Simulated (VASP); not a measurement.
Here is a VASP 6.6.1 calculation.

File POSCAR:

```
RbBr
1.0
    0.0000000000      3.8694968646      3.8694968646
    3.6849218642      0.0000000000      3.8694968646
    3.6849218642      3.8694968646      0.0000000000
Rb Br
1 1
Direct
    0.0000000000      0.0000000000      0.0000000000
    0.2500000000      0.2500000000      0.2500000000
```

File INCAR.step1:

```
ALGO = Normal
EDIFF = 1E-4
ENCUT = 520
GGA = PE
ISMEAR = 0
LASPH = T
LCHARG = F
LREAL = F
LWAVE = T
NBANDS = 15
NELM = 80
PREC = Accurate
SIGMA = 0.01
```

File INCAR.step2:

```
ALGO = Normal
EDIFF = 1E-6
ENCUT = 520
ISIF = 2
ISMEAR = 0
ISTART = 1
LASPH = T
LCHARG = F
LMIXTAU = T
LREAL = F
LWAVE = F
METAGGA = R2SCAN
NBANDS = 15
NELM = 80
PREC = Accurate
SIGMA = 0.01
```

Contents of KPOINTS:

```
k-points
0
Gamma
  6 6 6
```

Potentials or basis: VASP PAW PBE potentials, release 64 (Rb_sv, Br).

Command:

```bash
$ cat potpaw_PBE.64/Rb_sv/POTCAR potpaw_PBE.64/Br/POTCAR > POTCAR
$ cp INCAR.step1 INCAR
$ mpirun -np 1 vasp_std > vasp.out
$ cp INCAR.step2 INCAR
$ mpirun -np 1 vasp_std > vasp.out
```

(1) Estimate the pressure.

(2) What does it give for the band gap on the k mesh?

Results:

(1) 0.5 GPa.

(2) 4.69 eV, indirect (least direct gap 4.80 eV).

Caveat: the cell differs from its parent crystal (uniaxial x strain -4.8%); the PAW data sets were made with another functional, which shifts forces and pressure a little.
